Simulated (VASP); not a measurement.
# Ca (Im-3m) in VASP: relaxation of cell and atoms with LDA

Aim: the relaxation of cell and atoms of Ca with LDA.

Program: VASP 6.6.1. These are calculated values, not measurements. Logs are shortened: lines on timing, memory, paths and dates and some standing lists are left out, and cuts for length are marked.

**1. The cell of the first run**

It takes space group Im-3m (No. 229, cubic). The conventional cell has a = 3.595 Å, b = 3.595 Å, c = 3.595 Å, α = 90.00°, β = 90.00°, γ = 90.00°. Within 4.1 Å of Ca (site symmetry m-3m) lie 14 Ca at 3.11 to 3.59 Å.

**2. Relaxation of cell and atoms, LDA, target pressure 20 GPa, at which the enthalpy is minimised**

Contents of INCAR:

```
SYSTEM = Ca
  PREC = Accurate
  ENCUT = 600
  EDIFF = 1E-7
  ISMEAR = -1
  SIGMA = 0.08
  LREAL = .FALSE.
  LASPH = .TRUE.
  NELM = 60
  ALGO = Normal
  ISIF = 3
  LWAVE = .FALSE.
  LCHARG = .FALSE.
  GGA = CA
  IBRION = 2
  NSW = 60
  EDIFFG = -0.005
  PSTRESS = 200.0
```

Contents of KPOINTS:

```
regular mesh
0
G
  15 15 15
  0 0 0
```

Contents of POSCAR:

```
Ca
1.0
   -1.7972638213      1.7972638213      1.7972638213
    1.7972638213     -1.7972638213      1.7972638213
    1.7972638213      1.7972638213     -1.7972638213
Ca
1
Direct
    0.0000000000      0.0000000000      0.0000000000
```

Potentials or basis: VASP PAW LDA potentials, release 64 (Ca_sv).

Run with:

```
> cat potpaw_LDA.64/Ca_sv/POTCAR > POTCAR
> mpirun -np 1 vasp_std > vasp.out
```

OUTCAR:

```text
SYSTEM = Ca
   PREC = Accurate
   ENCUT = 600
   EDIFF = 1E-7
   ISMEAR = -1
   LREAL = .FALSE.
   LASPH = .TRUE.
   NELM = 60
   ISIF = 3
   GGA = CA
   IBRION = 2
   NSW = 60
   EDIFFG = -0.005
   PSTRESS = 200.0

 ion  position               nearest neighbor table
   1  0.000  0.000  0.000-

  LATTYP: Found a body centered cubic cell.
 ALAT       =     3.5945276426

  Lattice vectors:

 A1 = (  -1.7972638213,   1.7972638213,   1.7972638213)
 A2 = (   1.7972638213,  -1.7972638213,   1.7972638213)
 A3 = (   1.7972638213,   1.7972638213,  -1.7972638213)

Analysis of symmetry for initial positions (statically):
=====================================================================
 Subroutine PRICEL returns:
 Original cell was already a primitive cell.

 Routine SETGRP: Setting up the symmetry group for a
 body centered cubic supercell.

 Subroutine GETGRP returns: Found 48 space group operations
 (whereof 48 operations were pure point group operations)
 out of a pool of 48 trial point group operations.

The static configuration has the point symmetry O_h .

Analysis of symmetry for dynamics (positions and initial velocities):
=====================================================================
 Subroutine PRICEL returns:
 Original cell was already a primitive cell.

 Routine SETGRP: Setting up the symmetry group for a
 body centered cubic supercell.

 Subroutine GETGRP returns: Found 48 space group operations
 (whereof 48 operations were pure point group operations)
 out of a pool of 48 trial point group operations.

The dynamic configuration has the point symmetry O_h .

 Subroutine INISYM returns: Found 48 space group operations
 (whereof 48 operations are pure point group operations),
 and found     1 'primitive' translations

----------------------------------------------------------------------------------------

                                     Primitive cell

  volume of cell :      23.2218

  direct lattice vectors                    reciprocal lattice vectors
    -1.797263821  1.797263821  1.797263821     0.000000000  0.278200670  0.278200670
     1.797263821 -1.797263821  1.797263821     0.278200670  0.000000000  0.278200670
     1.797263821  1.797263821 -1.797263821     0.278200670  0.278200670  0.000000000

  length of vectors
     3.112952253  3.112952253  3.112952253     0.393435161  0.393435161  0.393435161

  position of ions in fractional coordinates (direct lattice)
     0.000000000  0.000000000  0.000000000

  ion indices of the primitive-cell ions
   primitive index   ion index
                 1           1

----------------------------------------------------------------------------------------

 KPOINTS: regular mesh

Automatic generation of k-mesh.
 Grid dimensions read from file:
 generate k-points for:   15   15   15

 Generating k-lattice:

  Cartesian coordinates                     Fractional coordinates (reciprocal lattice)
     0.000000000  0.018546711  0.018546711     0.066666667  0.000000000  0.000000000
     0.018546711  0.000000000  0.018546711     0.000000000  0.066666667  0.000000000
     0.018546711  0.018546711  0.000000000     0.000000000  0.000000000  0.066666667

  Length of vectors
     0.026229011  0.026229011  0.026229011

  Shift w.r.t. Gamma in fractional coordinates (k-lattice)
     0.000000000  0.000000000  0.000000000

 Subroutine IBZKPT returns following result:
 ===========================================

 Found    120 irreducible k-points:

 Following reciprocal coordinates:
            Coordinates               Weight
  0.000000  0.000000  0.000000      1.000000
  0.066667  0.000000  0.000000     12.000000
  0.133333  0.000000  0.000000     12.000000
  0.200000  0.000000  0.000000     12.000000
  0.266667  0.000000  0.000000     12.000000
  0.333333  0.000000  0.000000     12.000000
[... 16 lines left out ...]
  0.333333  0.200000  0.000000     48.000000
  0.400000  0.200000  0.000000     24.000000
 [... further k-points ...]
   k-points           NKPTS =    120   k-points in BZ     NKDIM =    120   number of bands    NBANDS=      9
   number of dos      NEDOS =    301   number of ions     NIONS =      1
   total plane-waves  NPLWV =  21952
   dimension x,y,z NGX =    28 NGY =   28 NGZ =   28
   dimension x,y,z NGXF=    56 NGYF=   56 NGZF=   56
   ions per type =               1
   NGX,Y,Z   is equivalent  to a cutoff of  14.95, 14.95, 14.95 a.u.
   NGXF,Y,Z  is equivalent  to a cutoff of  29.91, 29.91, 29.91 a.u.
 SYSTEM =  Ca
   PREC   = accura    normal or accurate (medium, high low for compatibility)
   ISTART =      0    job   : 0-new  1-cont  2-samecut
   ICHARG =      2    charge: 1-file 2-atom 10-const
   ISPIN  =      1    spin polarized calculation?
   LNONCOLLINEAR =      F non collinear calculations
   LSORBIT =      F    spin-orbit coupling
   LASPH  =      T    aspherical Exc in radial PAW
   ENCUT  =  600.0 eV  44.10 Ry    6.64 a.u.   6.22  6.22  6.22*2*pi/ulx,y,z
   NELM   =     60;   NELMIN=  2; NELMDL= -5     # of ELM steps
   EDIFF  = 0.1E-06   stopping-criterion for ELM
   LREAL  =      F    real-space projection
   EDIFFG = -.5E-02   stopping-criterion for IOM
   NSW    =     60    number of steps for IOM
   IBRION =      2    ionic relax: 0-MD 1-quasi-New 2-CG
   NFREE  =      1    steps in history (QN), initial steepest desc. (CG)
   ISIF   =      3    stress and relaxation
   ISYM   =      2    0-nonsym 1-usesym 2-fastsym
   POTIM  = 0.5000    time-step for ionic-motion
   TEBEG  =    0.0;   TEEND  =   0.0 temperature during run
   PSTRESS=  200.0 pullay stress
   NELECT =      10.0000    total number of electrons
   NUPDOWN=      -1.0000    fix difference up-down
   EMIN   =  10.00;   EMAX   =-10.00  energy-range for DOS
   EFERMI =   0.00;   METHOD = LEGACY
   ISMEAR =    -1;   SIGMA  =   0.08  broadening in eV -4-tet -1-fermi 0-gaus
   EFERMI_NEDOS =   21; number of points for ismear=-14 and -15
   IALGO  =     38    algorithm
   IMIX   =      4    mixing-type and parameters
     AMIX     =   0.40;   BMIX     =  1.00
     AMIX_MAG =   1.60;   BMIX_MAG =  1.00
  volume/ion in A,a.u.               =      23.22       156.71
  Fermi-wavevector in a.u.,A,eV,Ry     =   1.236260  2.336192 20.794297  1.528338
  Thomas-Fermi vector in A             =   2.370875
   LORBIT       =      0    0 simple, 1 ext, 2 COOP (PROOUT), +10 PAW based schemes
   GGA     = CA    functional components
   LHFCALC =     F    Hartree Fock is set to
   AEXX    =    0.0000 exact exchange contribution
   IVDW    =     0    specifies the selected vdW correction
   LEPSILON=     F    determine dielectric tensor
   LRPA    =     F    only Hartree local field effects (RPA)
 conjugate gradient relaxation of ions
 non-spin polarized calculation
  energy-cutoff  :      600.00
  volume of cell :       23.22
 maximum number of plane-waves:       791
 NGX is ok and might be reduce to    28
   NGX = 13   NGY = 13   NGZ = 13

--------------------------------------- Ionic step        1  -------------------------------------------

 number of electron      10.0000000 magnetization

 Free energy of the ion-electron system (eV)
  ---------------------------------------------------
  ext. energy  EPLUGINS =         0.00000000
  ---------------------------------------------------
  free energy    TOTEN  =        -1.57543834 eV

  energy without entropy =       -1.55940204  energy(sigma->0) =       -1.56742019

------------------------ aborting loop because EDIFF is reached ----------------------------------------

  FORCE on cell =-STRESS in cart. coord.  units (eV):
  Direction    XX          YY          ZZ          XY          YZ          ZX
  --------------------------------------------------------------------------------------
  -------------------------------------------------------------------------------------
  Total        2.8201377      2.8201377      2.8201377      0.0000000     -0.0000000      0.0000000
  in kB      194.5742726    194.5742726    194.5742726      0.0000000     -0.0000000      0.0000000
  external PRESSURE =      -5.4257274 kB  Pullay stress =     200.0000000 kB
[... 59 lines left out ...]
  enthalpy is  TOTEN    =         1.3230899734 eV   P V=        2.8659105154

--------------------------------------- Ionic step        3  -------------------------------------------

 number of electron       9.9999999 magnetization

 Free energy of the ion-electron system (eV)
  ---------------------------------------------------
  ext. energy  EPLUGINS =         0.00000000
  ---------------------------------------------------
  free energy    TOTEN  =        -1.55294927 eV

  energy without entropy =       -1.53703190  energy(sigma->0) =       -1.54499058

 E-fermi :   4.6659     XC(G=0): -10.1888

 val. band max:        4.6564382516   @ k =  -0.4000  -0.4000   0.2000
 cond. band min:       4.6663450896   @ k =   0.3333   0.2667   0.0000
 fundamental gap:      0.0099068380
 Fermi energy:         4.6659251866

 k-point     1 :       0.0000    0.0000    0.0000
  band No.  band energies     occupation
      1     -35.6542      2.00000
      2     -16.4578      2.00000
      3     -16.4578      2.00000
      4     -16.4578      2.00000
      5       0.0249      2.00000
      6       7.7506      0.00000
      7       7.7506      0.00000
      8       7.7506      0.00000
      9       9.7022      0.00000
[... 265 lines left out ...]
 k-point    24 :       0.4000    0.2000    0.0000
  band No.  band energies     occupation
      1     -35.4328      2.00000
      2     -17.3755      2.00000
      3     -16.9282      2.00000
      4     -16.5641      2.00000
      5       4.1854      1.99509
      6       5.7890      0.00000
      7       5.8099      0.00000
      8       9.6458      0.00000
      9      10.4095      0.00000

 [... further k-points ...]
[... 5 lines left out ...]
  --------------------------------------------------------------------------------------
  -------------------------------------------------------------------------------------
  Total        2.8757864      2.8757864      2.8757864     -0.0000000      0.0000000      0.0000000
  in kB      199.9866977    199.9866977    199.9866977     -0.0000000      0.0000000      0.0000000
  external PRESSURE =      -0.0133023 kB  Pullay stress =     200.0000000 kB
[... 16 lines left out ...]
  FREE ENERGIE OF THE ION-ELECTRON SYSTEM (eV)
  ---------------------------------------------------
  free  energy   TOTEN  =        -1.5529492690 eV

  energy  without entropy=       -1.5370318969  energy(sigma->0) =       -1.54499058

  enthalpy is  TOTEN    =         1.3230284337 eV   P V=        2.8759777027

 reached required accuracy - stopping structural energy minimisation
```

Wall time 34 s (1 thread of Intel Xeon 6975P-C (Granite Rapids), shared host); peak memory 0.16 GiB.

Results:

```yaml
Free_energy: -1.5529 eV
Relaxed_volume: 23.04 Å³/atom
Relaxed_cell: a = 3.105 Å, b = 3.105 Å, c = 3.105 Å, α = 109.47°, β = 109.47°, γ = 109.47°
Space_group_after_relaxing_to_0.05_Å: Im-3m (No. 229)
Energy_change_on_relaxing_the_enthalpy_is_what_falls: +22.5 meV/atom
Ionic_steps: 3
Pressure_after_relaxing: 20.0 GPa
Band_gap_on_the_k_mesh: zero (band 5 reaches 5.33 eV, above the bottom of band 6 at 3.77 eV)
```

Step by step:
```csv
step,energy change (eV),largest force (eV/Å),pressure (GPa),volume (Å³)
1,0.0000,0.0000,19.46,23.22
2,0.0326,0.0000,20.25,22.96
3,0.0225,0.0000,20.00,23.04
```

Final structure:
```
Ca
1.0
    -1.79254    1.79254    1.79254
     1.79254   -1.79254    1.79254
     1.79254    1.79254   -1.79254
Ca
1
Direct
  0.00000 0.00000 0.00000
```

Caveat: the cell is relaxed towards a set pressure, so the enthalpy falls and the energy may rise.
